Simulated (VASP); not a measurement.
# Bi4C (Im-3m) in VASP: notebook

Bi4C is run at these levels: PBE; tasks: single point, relaxation of cell and atoms.

Everything below comes from runs of VASP 6.6.1. Logs are shortened: lines on timing, memory, paths and dates and some standing lists are left out, and cuts for length are marked.

## 1. The cell of the first run

It takes space group Im-3m (No. 229, cubic). The conventional cell has a = 6.557 Å, b = 6.557 Å, c = 6.557 Å, α = 90.00°, β = 90.00°, γ = 90.00°. Bi (site symmetry -3m) has 2 C at 2.84 Å and 6 Bi at 3.28 Å within 3.7 Å. C (site symmetry m-3m) has 8 Bi at 2.84 Å within 3.7 Å.

The cell was generated, and may not be a known phase.

## 2. Single point, PBE

INCAR reads:

```
SYSTEM = Bi4C
  PREC = Accurate
  ENCUT = 520
  EDIFF = 1E-7
  ISMEAR = 0
  SIGMA = 0.1
  LREAL = .False.
  LASPH = .True.
  NELM = 80
  ALGO = Fast
  ISIF = 2
  LWAVE = .False.
  LCHARG = .False.
  GGA = PE
  NBANDS = 40
```

KPOINTS reads:

```
Automatic mesh
0
Gamma
  8 8 8
  0 0 0
```

POSCAR reads:

```
Bi4C
1.0
   -3.2786466769      3.2786466769      3.2786466769
    3.2786466769     -3.2786466769      3.2786466769
    3.2786466769      3.2786466769     -3.2786466769
Bi C
4 1
Direct
    0.5000000000      0.5000000000      0.5000000000
    0.5000000000      0.0000000000      0.0000000000
    0.0000000000      0.0000000000      0.5000000000
    0.0000000000      0.5000000000      0.0000000000
    0.0000000000      0.0000000000      0.0000000000
```

Potentials or basis: VASP PAW PBE potentials, release 64 (Bi_d, C).

Launch:

```sh
cat potpaw_PBE.64/Bi_d/POTCAR potpaw_PBE.64/C/POTCAR > POTCAR
mpirun -np 1 vasp_std > vasp.out
```

OUTCAR:

```text
SYSTEM = Bi4C
   PREC = Accurate
   ENCUT = 520
   EDIFF = 1E-7
   ISMEAR = 0
   LREAL = .False.
   LASPH = .True.
   NELM = 80
   ISIF = 2
   GGA = PE

 ion  position               nearest neighbor table
   1  0.500  0.500  0.500-   5 2.84   5 2.84   4 3.28   2 3.28   2 3.28   4 3.28   3 3.28   3 3.28

   2  0.500  0.000  0.000-   5 2.84   5 2.84   4 3.28   1 3.28   1 3.28   3 3.28   3 3.28   4 3.28

   3  0.000  0.000  0.500-   5 2.84   5 2.84   4 3.28   1 3.28   2 3.28   4 3.28   2 3.28   1 3.28

   4  0.000  0.500  0.000-   5 2.84   5 2.84   3 3.28   1 3.28   2 3.28   3 3.28   1 3.28   2 3.28

   5  0.000  0.000  0.000-   1 2.84   2 2.84   3 2.84   4 2.84   3 2.84   4 2.84   2 2.84   1 2.84

  LATTYP: Found a body centered cubic cell.
 ALAT       =     6.5572933538

  Lattice vectors:

 A1 = (  -3.2786466769,   3.2786466769,   3.2786466769)
 A2 = (   3.2786466769,  -3.2786466769,   3.2786466769)
 A3 = (   3.2786466769,   3.2786466769,  -3.2786466769)

Analysis of symmetry for initial positions (statically):
=====================================================================
 Subroutine PRICEL returns:
 Original cell was already a primitive cell.

 Routine SETGRP: Setting up the symmetry group for a
 body centered cubic supercell.

 Subroutine GETGRP returns: Found 48 space group operations
 (whereof 48 operations were pure point group operations)
 out of a pool of 48 trial point group operations.

The static configuration has the point symmetry O_h .

Analysis of symmetry for dynamics (positions and initial velocities):
=====================================================================
 Subroutine PRICEL returns:
 Original cell was already a primitive cell.

 Routine SETGRP: Setting up the symmetry group for a
 body centered cubic supercell.

 Subroutine GETGRP returns: Found 48 space group operations
 (whereof 48 operations were pure point group operations)
 out of a pool of 48 trial point group operations.

The dynamic configuration has the point symmetry O_h .

 Subroutine INISYM returns: Found 48 space group operations
 (whereof 48 operations are pure point group operations),
 and found     1 'primitive' translations

----------------------------------------------------------------------------------------

                                     Primitive cell

  volume of cell :     140.9756

  direct lattice vectors                    reciprocal lattice vectors
    -3.278646677  3.278646677  3.278646677     0.000000000  0.152501946  0.152501946
     3.278646677 -3.278646677  3.278646677     0.152501946  0.000000000  0.152501946
     3.278646677  3.278646677 -3.278646677     0.152501946  0.152501946  0.000000000

  length of vectors
     5.678782624  5.678782624  5.678782624     0.215670321  0.215670321  0.215670321

  position of ions in fractional coordinates (direct lattice)
     0.500000000  0.500000000  0.500000000
     0.500000000  0.000000000  0.000000000
     0.000000000  0.000000000  0.500000000
     0.000000000  0.500000000  0.000000000
     0.000000000  0.000000000  0.000000000

  ion indices of the primitive-cell ions
   primitive index   ion index
                 1           1
                 2           2
                 3           3
                 4           4
                 5           5

----------------------------------------------------------------------------------------

 KPOINTS: Automatic mesh

Automatic generation of k-mesh.
 Grid dimensions read from file:
 generate k-points for:    8    8    8

 Generating k-lattice:

  Cartesian coordinates                     Fractional coordinates (reciprocal lattice)
     0.000000000  0.019062743  0.019062743     0.125000000  0.000000000  0.000000000
     0.019062743  0.000000000  0.019062743     0.000000000  0.125000000  0.000000000
     0.019062743  0.019062743  0.000000000     0.000000000  0.000000000  0.125000000

  Length of vectors
     0.026958790  0.026958790  0.026958790

  Shift w.r.t. Gamma in fractional coordinates (k-lattice)
     0.000000000  0.000000000  0.000000000

 Subroutine IBZKPT returns following result:
 ===========================================

 Found     29 irreducible k-points:

 Following reciprocal coordinates:
            Coordinates               Weight
  0.000000  0.000000  0.000000      1.000000
  0.125000  0.000000  0.000000     12.000000
  0.250000  0.000000  0.000000     12.000000
  0.375000  0.000000  0.000000     12.000000
  0.500000  0.000000  0.000000      6.000000
  0.125000  0.125000  0.000000     24.000000
[... 16 lines left out ...]
 -0.250000  0.250000  0.250000      6.000000
 -0.375000  0.375000  0.250000     24.000000
 [... further k-points ...]
   k-points           NKPTS =     29   k-points in BZ     NKDIM =     29   number of bands    NBANDS=     40
   number of dos      NEDOS =    301   number of ions     NIONS =      5
   total plane-waves  NPLWV =  74088
   dimension x,y,z NGX =    42 NGY =   42 NGZ =   42
   dimension x,y,z NGXF=    84 NGYF=   84 NGZF=   84
   ions per type =               4   1
   NGX,Y,Z   is equivalent  to a cutoff of  12.30, 12.30, 12.30 a.u.
   NGXF,Y,Z  is equivalent  to a cutoff of  24.59, 24.59, 24.59 a.u.
 SYSTEM =  Bi4C
   PREC   = accura    normal or accurate (medium, high low for compatibility)
   ISTART =      0    job   : 0-new  1-cont  2-samecut
   ICHARG =      2    charge: 1-file 2-atom 10-const
   ISPIN  =      1    spin polarized calculation?
   LNONCOLLINEAR =      F non collinear calculations
   LSORBIT =      F    spin-orbit coupling
   LASPH  =      T    aspherical Exc in radial PAW
   ENCUT  =  520.0 eV  38.22 Ry    6.18 a.u.  10.56 10.56 10.56*2*pi/ulx,y,z
   NELM   =     80;   NELMIN=  2; NELMDL= -5     # of ELM steps
   EDIFF  = 0.1E-06   stopping-criterion for ELM
   LREAL  =      F    real-space projection
   EDIFFG = 0.1E-05   stopping-criterion for IOM
   NSW    =      0    number of steps for IOM
   IBRION =     -1    ionic relax: 0-MD 1-quasi-New 2-CG
   NFREE  =      0    steps in history (QN), initial steepest desc. (CG)
   ISIF   =      2    stress and relaxation
   ISYM   =      2    0-nonsym 1-usesym 2-fastsym
   POTIM  = 0.5000    time-step for ionic-motion
   TEBEG  =    0.0;   TEEND  =   0.0 temperature during run
   PSTRESS=    0.0 pullay stress
   NELECT =      64.0000    total number of electrons
   NUPDOWN=      -1.0000    fix difference up-down
   EMIN   =  10.00;   EMAX   =-10.00  energy-range for DOS
   EFERMI =   0.00;   METHOD = LEGACY
   ISMEAR =     0;   SIGMA  =   0.10  broadening in eV -4-tet -1-fermi 0-gaus
   EFERMI_NEDOS =   21; number of points for ismear=-14 and -15
   IALGO  =     68    algorithm
   IMIX   =      4    mixing-type and parameters
     AMIX     =   0.40;   BMIX     =  1.00
     AMIX_MAG =   1.60;   BMIX_MAG =  1.00
  volume/ion in A,a.u.               =      28.20       190.27
  Fermi-wavevector in a.u.,A,eV,Ry     =   1.258211  2.377674 21.539320  1.583095
  Thomas-Fermi vector in A             =   2.391832
   LORBIT       =      0    0 simple, 1 ext, 2 COOP (PROOUT), +10 PAW based schemes
   GGA     = PE    functional components
   LHFCALC =     F    Hartree Fock is set to
   AEXX    =    0.0000 exact exchange contribution
   IVDW    =     0    specifies the selected vdW correction
   LEPSILON=     F    determine dielectric tensor
   LRPA    =     F    only Hartree local field effects (RPA)
 non-spin polarized calculation
 RMM-DIIS sequential band-by-band and
 Gauss-broadening in eV      SIGMA  =   0.10
  energy-cutoff  :      520.00
  volume of cell :      140.98
 maximum number of plane-waves:      3830
   NGX = 21   NGY = 21   NGZ = 21

 number of electron      63.9999969 magnetization

 Free energy of the ion-electron system (eV)
  ---------------------------------------------------
  ext. energy  EPLUGINS =         0.00000000
  ---------------------------------------------------
  free energy    TOTEN  =       -20.16069471 eV

  energy without entropy =      -20.14943379  energy(sigma->0) =      -20.15506425

 E-fermi :   7.0183     XC(G=0):  -9.9864

 val. band max:        6.9584919237   @ k =  -0.1250   0.1250   0.1250
 cond. band min:       7.0433306599   @ k =   0.2500   0.2500   0.1250
 fundamental gap:      0.0848387362
 Fermi energy:         7.0183335225

 k-point     1 :       0.0000    0.0000    0.0000
  band No.  band energies     occupation
      1     -16.1617      2.00000
      2     -16.1617      2.00000
      3     -16.0557      2.00000
      4     -16.0289      2.00000
      5     -16.0289      2.00000
      6     -16.0289      2.00000
[... 32 lines left out ...]
     39      11.8237      0.00000
     40      11.9350      0.00000

 k-point     2 :       0.1250    0.0000    0.0000
  band No.  band energies     occupation
      1     -16.1563      2.00000
      2     -16.1473      2.00000
      3     -16.0496      2.00000
      4     -16.0336      2.00000
      5     -16.0226      2.00000
      6     -16.0209      2.00000
[... 32 lines left out ...]
     39      11.6841      0.00000
     40      12.5695      0.00000

 k-point     3 :       0.2500    0.0000    0.0000
  band No.  band energies     occupation
      1     -16.1409      2.00000
      2     -16.1059      2.00000
      3     -16.0471      2.00000
      4     -16.0331      2.00000
      5     -16.0106      2.00000
      6     -16.0018      2.00000
[... 32 lines left out ...]
     39      11.2367      0.00000
     40      11.2409      0.00000

 k-point     4 :       0.3750    0.0000    0.0000
  band No.  band energies     occupation
      1     -16.1184      2.00000
      2     -16.0678      2.00000
      3     -16.0437      2.00000
      4     -16.0108      2.00000
      5     -15.9918      2.00000
      6     -15.9731      2.00000
[... 32 lines left out ...]
     39      11.5681      0.00000
     40      11.5967      0.00000
[... 772 lines left out ...]
     39       9.9181      0.00000
     40       9.9181      0.00000

 k-point    23 :      -0.2500    0.2500    0.2500
  band No.  band energies     occupation
      1     -16.1552      2.00000
      2     -16.0720      2.00000
      3     -16.0720      2.00000
      4     -16.0437      2.00000
      5     -16.0257      2.00000
      6     -15.9886      2.00000
[... 32 lines left out ...]
     39      11.2679      0.00000
     40      12.1525      0.00000

 k-point    24 :      -0.3750    0.3750    0.2500
  band No.  band energies     occupation
      1     -16.1456      2.00000
      2     -16.0977      2.00000
      3     -16.0884      2.00000
      4     -16.0266      2.00000
      5     -15.9942      2.00000
      6     -15.9902      2.00000
[... 32 lines left out ...]
     39      11.5991      0.00000
     40      11.7317      0.00000

 [... further k-points ...]

------------------------ aborting loop because EDIFF is reached ----------------------------------------

  FORCE on cell =-STRESS in cart. coord.  units (eV):
  Direction    XX          YY          ZZ          XY          YZ          ZX
  --------------------------------------------------------------------------------------
  -------------------------------------------------------------------------------------
  Total       -0.0657491     -0.0657491     -0.0657491      0.0000000      0.0000000     -0.0000000
  in kB       -0.7472341     -0.7472341     -0.7472341      0.0000000      0.0000000     -0.0000000
  external PRESSURE =      -0.7472341 kB  Pullay stress =       0.0000000 kB

 VOLUME and BASIS-vectors are now :
 -----------------------------------------------------------------------------
  energy-cutoff  :      520.00
  volume of cell :      140.98
      direct lattice vectors                 reciprocal lattice vectors
    -3.278646677  3.278646677  3.278646677     0.000000000  0.152501946  0.152501946
     3.278646677 -3.278646677  3.278646677     0.152501946  0.000000000  0.152501946
     3.278646677  3.278646677 -3.278646677     0.152501946  0.152501946  0.000000000

 POSITION                                       TOTAL-FORCE (eV/Angst)
 -----------------------------------------------------------------------------------
      1.63932      1.63932      1.63932         0.000000     -0.000000      0.000000
     -1.63932      1.63932      1.63932        -0.000000     -0.000000     -0.000000
      1.63932      1.63932     -1.63932        -0.000000      0.000000     -0.000000
      1.63932     -1.63932      1.63932         0.000000     -0.000000      0.000000
      0.00000      0.00000      0.00000        -0.000000     -0.000000     -0.000000
 -----------------------------------------------------------------------------------
    total drift:                               -0.000000     -0.000000      0.000000

  FREE ENERGIE OF THE ION-ELECTRON SYSTEM (eV)
  ---------------------------------------------------
  free  energy   TOTEN  =       -20.1606947099 eV

  energy  without entropy=      -20.1494337931  energy(sigma->0) =      -20.15506425
```

It took 2.9 min on 1 thread of Oxide Virtual Turin-like, shared host; peak memory 0.29 GiB.

Results:

| Property | Result |
| --- | --- |
| Free energy | -20.1607 eV |
| Pressure | -0.1 GPa |
| Band gap on the k mesh | zero (bands 32 and 33 overlap by 1.89 eV) |

Levels at points of the mesh, in eV from the Fermi level:
| k point | band 30 | band 31 | band 32 | band 33 | band 34 | band 35 |
| --- | --- | --- | --- | --- | --- | --- |
| (0.00, 0.00, 0.00) | -3.26 | -3.26 | 1.31 | 1.31 | 1.31 | 2.50 |
| (0.50, 0.00, 0.00) | -1.32 | -1.19 | -0.22 | 0.33 | 0.44 | 0.62 |
| (0.50, 0.50, 0.50) | -1.66 | -1.16 | -0.25 | -0.25 | -0.25 | 4.39 |

Caveat: spin-orbit coupling is left out, which moves the levels of the heavy elements.

(Continued in part 2 of 3.)

The gap in the log of VASP goes by the Fermi energy; the results here count the filled bands.